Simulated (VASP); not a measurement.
**SiC: single point with r2SCAN**

Crystal: SiC.

```
CELL_PARAMETERS angstrom
3.13503 0.00000 0.00000
-1.56752 2.71502 0.00000
0.00000 0.00000 5.14874
ATOMIC_POSITIONS crystal
Si 0.33333 0.66667 0.00461
Si 0.66667 0.33333 0.50461
C 0.33333 0.66667 0.38039
C 0.66667 0.33333 0.88039
```

```
Program                : VASP 6.6.1
Task                   : single point
Functional             : r2SCAN
Potentials or basis    : VASP PAW PBE potentials, release 64 (Si, C)
Cutoff                 : 520 eV
k mesh                 : 12 × 12 × 6
Occupations            : gaussian, width 0.02 eV
Spin                   : no spin polarisation
Dipole correction      : no
Further INCAR settings : ALGO = Normal; EDIFF = 1e-07; NBANDS = 16
```

```
Pressure               : -12.0 GPa
Largest force          : 0.009 eV/Å
Band gap on the k mesh : 2.74 eV (least direct gap 4.35 eV)
```

Forces in eV/Å, atoms in the order of the input:
```
Si   0.000  0.000 -0.009
Si   0.000  0.000 -0.009
C    0.000  0.000  0.009
C    0.000  0.000  0.009
```

Stress tensor (GPa, compression positive):
```
-12.00   0.00   0.00
  0.00 -12.00   0.00
  0.00   0.00 -11.90
```

Levels at points of the mesh, in eV from the valence-band top:
| k point | band 4 | band 5 | band 6 | band 7 | band 8 | band 9 | band 10 | band 11 | band 12 | band 13 |
| --- | --- | --- | --- | --- | --- | --- | --- | --- | --- | --- |
| (0.00, 0.00, 0.00) | -1.35 | -1.35 | -0.11 | 0.00 | 0.00 | 4.87 | 6.10 | 6.83 | 6.83 | 7.82 |
| (0.50, 0.00, 0.00) | -6.41 | -5.41 | -3.36 | -3.20 | -1.24 | 3.11 | 4.58 | 6.99 | 7.40 | 10.18 |
| (0.00, 0.00, 0.50) | -4.52 | -0.73 | -0.73 | -0.73 | -0.73 | 5.97 | 5.97 | 7.56 | 7.56 | 7.56 |
| (0.50, 0.00, 0.50) | -8.28 | -2.48 | -2.48 | -2.38 | -2.38 | 3.57 | 3.57 | 5.53 | 5.53 | 10.67 |

Wall time 7 min on 1 thread of AMD EPYC 7571, with other jobs on the host, peak memory 0.16 GiB.

Caveat: the cell stands under tension; the PAW data sets were made with another functional, which shifts forces and pressure a little. A k mesh can miss the band edges.
